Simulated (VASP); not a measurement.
Runs of VASP 6.6.1 on Sb. The structure is that of space group P6_3/mmc (No. 194), or close to it. The cells are those of the table. 

```csv
cell,k mesh,gap on the mesh (eV),pressure (GPa)
"a = 3.478, b = 3.478, c = 5.784 Å, angles 90.0, 90.0, 120.0°, 2 atoms",12 × 12 × 7,none,-5.3
"a = 3.349, b = 3.349, c = 5.570 Å, angles 90.0, 90.0, 120.0°, 2 atoms",18 × 18 × 9,none,0.2
"a = 3.436, b = 3.436, c = 5.715 Å, angles 90.0, 90.0, 120.0°, 2 atoms",12 × 12 × 7,none,(a)
"a = 3.304, b = 3.304, c = 5.495 Å, angles 90.0, 90.0, 120.0°, 2 atoms",12 × 12 × 7,none,2.9
"a = 3.257, b = 3.257, c = 5.417 Å, angles 90.0, 90.0, 120.0°, 2 atoms",12 × 12 × 7,none,(b)
"a = 3.349, b = 3.349, c = 5.570 Å, angles 90.0, 90.0, 120.0°, 2 atoms",12 × 12 × 7,none,0.2
"a = 3.393, b = 3.393, c = 5.643 Å, angles 90.0, 90.0, 120.0°, 2 atoms",12 × 12 × 7,none,-2.1
"a = 3.209, b = 3.209, c = 5.337 Å, angles 90.0, 90.0, 120.0°, 2 atoms",12 × 12 × 7,none,10.8
```

Alike in all rows: task single point; level r2SCAN; potentials or basis VASP PAW PBE potentials, release 64 (Sb); no spin polarisation; cutoff (eV) 520; smearing fermi-dirac 0.1 eV.

Q: Fill in the values left out.

A: (a) -3.9; (b) 6.4.

Caveats: the PAW data sets were made with another functional, which shifts forces and pressure a little; spin-orbit coupling is left out, which moves the levels of the heavy elements.

A k mesh can miss the band edges, and the runs leave out spin-orbit coupling on Sb.

A gap of «none» marks levels without a gap at the run's occupations.
